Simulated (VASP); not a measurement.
Set up this calculation in VASP 6.6.1, as the native input.

```
Task                   : single point
Functional             : r2SCAN
Dispersion             : D3(BJ)
Potentials or basis    : VASP PAW PBE potentials, release 64 (Zn)
Cutoff                 : 550 eV
k mesh                 : 20 × 20 × 20
Occupations            : fermi-dirac, width 0.1 eV
Spin                   : no spin polarisation
Dipole correction      : no
Further INCAR settings : ALGO = Normal; EDIFF = 1e-06; NBANDS = 12
```

Crystal: Zn.

```xyz
1
Lattice="0.0000 1.9185 1.9185 1.9185 0.0000 1.9185 1.9185 1.9185 0.0000" Properties=species:S:1:pos:R:3 pbc="T T T"
Zn    0.0000    0.0000    0.0000
```

This isn't the form of Zn at room conditions, which is hcp.

The input as run:

POSCAR

```
Zn
1.0
    0.0000000000      1.9184776756      1.9184776756
    1.9184776756      0.0000000000      1.9184776756
    1.9184776756      1.9184776756      0.0000000000
Zn
1
Direct
    0.0000000000      0.0000000000      0.0000000000
```

INCAR.step1

```
PREC     = Accurate       # precision mode
ENCUT    = 550            # plane-wave cutoff, eV
ISMEAR   = -1             # smearing method
SIGMA    = 0.1            # smearing width, eV
LREAL    = False          # projectors in reciprocal space
LASPH    = True           # aspherical terms in the spheres
NELM     = 120            # most SCF steps
NBANDS   = 12             # bands
GGA      = PE             # functional
ALGO     = Normal         # electronic algorithm
EDIFF    = 1E-5           # SCF threshold, eV
LWAVE    = True           # write WAVECAR
LCHARG   = False          # write CHGCAR
GGA_COMPAT= False
```

INCAR.step2

```
PREC     = Accurate       # precision mode
ENCUT    = 550            # plane-wave cutoff, eV
EDIFF    = 1E-6           # SCF threshold, eV
ISMEAR   = -1             # smearing method
SIGMA    = 0.1            # smearing width, eV
LREAL    = False          # projectors in reciprocal space
LASPH    = True           # aspherical terms in the spheres
NELM     = 120            # most SCF steps
ALGO     = Normal         # electronic algorithm
ISIF     = 2              # what is computed and relaxed
LWAVE    = False          # write WAVECAR
LCHARG   = False          # write CHGCAR
METAGGA  = R2SCAN         # meta-GGA
LMIXTAU  = True         
IVDW     = 12             # dispersion correction
VDW_S6   = 1.0          
VDW_S8   = 0.78981345   
VDW_A1   = 0.49484001   
VDW_A2   = 5.73083694   
NBANDS   = 12             # bands
ISTART   = 1            
GGA_COMPAT= False
```

KPOINTS

```
regular mesh
0
Gamma
  20 20 20
```

Potentials or basis: VASP PAW PBE potentials, release 64 (Zn).

Command:

```bash
$ cat potpaw_PBE.64/Zn/POTCAR > POTCAR
$ cp INCAR.step1 INCAR
$ mpirun -np 1 vasp_std > vasp.out
$ cp INCAR.step2 INCAR
$ mpirun -np 1 vasp_std > vasp.out
```

Results of the run:

```yaml
Pressure: -0.5 GPa
Band_gap_on_the_k_mesh: zero (bands 6 and 7 overlap by 3.59 eV)
Dispersion_energy_per_atom: -0.205 eV
```

Caveat: three body term missing; the PAW data sets were made with another functional, which shifts forces and pressure a little.

Run time: 54 s on 1 thread of Intel(R) Xeon(R) 6975P-C (Granite Rapids), on a shared host, peak memory 0.18 GiB.
